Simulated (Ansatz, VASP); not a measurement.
## Pd in VASP and in Ansatz

POSCAR

```
Pd
1.0
    0.0000000000      1.9567730079      1.9567730079
    1.9567730079      0.0000000000      1.9567730079
    1.9567730079      1.9567730079      0.0000000000
Pd
1
Direct
    0.0000000000      0.0000000000      0.0000000000
```

INCAR.step1

```
PREC = Accurate ; ENCUT = 520
ISMEAR = 0 ; SIGMA = 0.03
LREAL = F ; LASPH = T
NELM = 150 ; ISPIN = 2
MAGMOM = 0.436 ; LMAXMIX = 4
NBANDS = 15 ; GGA = PE
ALGO = Normal ; EDIFF = 1E-4
LWAVE = T ; LCHARG = F
```

File INCAR.step2:

```
PREC = Accurate ; ENCUT = 520
EDIFF = 1E-7 ; ISMEAR = 0
SIGMA = 0.03 ; LREAL = F
LASPH = T ; NELM = 150
ALGO = Normal ; ISIF = 2
LWAVE = F ; LCHARG = F
ISPIN = 2 ; MAGMOM = 0.436
LORBIT = 11 ; LMAXMIX = 4
METAGGA = R2SCAN ; LMIXTAU = T
NBANDS = 15 ; ISTART = 1
```

Contents of KPOINTS:

```
regular mesh
0
Gamma
  14 14 14
```

Input for Ansatz:

```yaml
crystal:
  lattice:
    - [0.0, 1.9567730079, 1.9567730079]
    - [1.9567730079, 0.0, 1.9567730079]
    - [1.9567730079, 1.9567730079, 0.0]
  atoms:
    - { symbol: Pd, position: [0.0, 0.0, 0.0], spin: 0.436 }
hamiltonian:
  xc: r2scan
  pseudopotentials:
    kind: paw
    azcp:
      Pd: "pseudopotentials/Pd.paw.azcp"
basis:
  ecutwfc: 500
  fft_grid_basis: typed
kpoints:
  mp_grid: { grid: [14, 14, 14], shift: [0, 0, 0] }
magnetization:
  spin_polarized: true
scf:
  occupations: { method: gaussian, width: 0.03 }
  lower_state_search: "off"
output:
  stress: true
  write_density: true
  write_potential: true
  elf: true
  volumetric_format: npy
```

Alike in both runs: task single point; functional r2SCAN; k mesh 14 × 14 × 14; occupations gaussian, width 0.03 eV; collinear spin.

|  | VASP | Ansatz |
| --- | --- | --- |
| version | VASP 6.6.1 | Ansatz 0.2.0 |
| potentials or method | VASP PAW PBE potentials, release 64 (Pd), cutoff 520 eV | plane waves (500 eV) with PAW, scalar-relativistic |
| valence electrons in the cell | 10 | 18 |

```tsv
	VASP	Ansatz	Ansatz less VASP
pressure (GPa)	0.6	0.0	-0.66
net moment per atom (μB)	0.48	0.48	0.000
size of the moment on the site where the two differ most (μB)	0.49	0.50	+0.010
```

VASP's potentials were made for PBE, not for r2SCAN. Site moments also hang on the region over which each program counts them. With one functional, cell and mesh, what is left measures potentials, basis and numerics. VASP's potentials hold 10 valence electrons a cell and Ansatz's 18, so a difference there can come from the potentials and not from the codes. Ansatz's warnings: stability check not made.
